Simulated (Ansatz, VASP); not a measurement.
BN: VASP beside Ansatz

Contents of INCAR:

```
SYSTEM = BN
ALGO = Normal ; EDIFF = 1E-6
ENCUT = 600 ; GGA = PE
GGA_COMPAT = .FALSE. ; ISIF = 2
ISMEAR = 1 ; LASPH = .TRUE.
LCHARG = .FALSE. ; LREAL = .FALSE.
LWAVE = .FALSE. ; NBANDS = 11
NELM = 120 ; PREC = Accurate
SIGMA = 0.1
```

KPOINTS

```
k-points
0
G
  2 2 2
  0 0 0
```

POSCAR

```
BN
1.0
    2.6847800631      0.0551016970      0.0561199107
   -1.2867533983      2.1528197287     -0.0199392175
   -0.6313809930     -1.0929090908      2.9766765586
B N
1 1
Direct
    0.9796430000      0.9834990000      0.0018060000
    0.6685060000      0.3323850000      0.9849990000
```

Input for Ansatz:

```yaml
crystal:
  lattice:
    - [2.6847800631, 0.055101697, 0.0561199107]
    - [-1.2867533983, 2.1528197287, -0.0199392175]
    - [-0.631380993, -1.0929090908, 2.9766765586]
  atoms:
    - { symbol: B, position: [0.979643, 0.983499, 0.001806] }
    - { symbol: "N", position: [0.668506, 0.332385, 0.984999] }
basis:
  ecutwfc: 420
kpoints:
  mp_grid: { grid: [2, 2, 2] }
hamiltonian:
  xc: pbe
  dispersion: none
scf:
  occupations: { method: methfessel_paxton }
  convergence: { dr2_threshold: "1e-2 eV" }
  max_iter: 90
output:
  forces: true
  stress: true
  eigenvalues: true
```

Alike in both runs: task single point; functional PBE; k mesh 2 × 2 × 2; no spin polarisation.

```csv
,VASP,Ansatz
version,VASP 6.6.1,Ansatz 0.2.0
potentials or method,"VASP PAW PBE potentials, release 64 (B, N), cutoff 600 eV","scalar-relativistic, plane waves, PAW"
occupations,"methfessel-paxton of order 1, width 0.1 eV",methfessel-paxton of order 1
valence electrons in the cell,8,8
```

Ansatz gave:

```
gap on the k mesh at the Fermi level (eV)                     : 2.35
least direct gap on the mesh (eV)                             : 4.14
pressure (GPa)                                                : -4.4
traceless stress, the component that is largest in VASP (GPa) : -39.54
rms of the force components (eV/Å)                            : 1.653
```

Problem. Which values does VASP return?

Solution. gap on the k mesh at the Fermi level (eV): 2.34; least direct gap on the mesh (eV): 4.14; pressure (GPa): -4.3; traceless stress, the component that is largest in VASP (GPa): -39.46; rms of the force components (eV/Å): 1.666.

Atom by atom the forces differ by 0.014 eV/Å (rms over components). Ansatz's warnings: band edge not confirmed under output density, force scf threshold loose, stress scf threshold loose.

The k mesh is coarse, so the values compare programs but aren't converged.

A gap of «none» marks a metal or a gap under the smearing width.
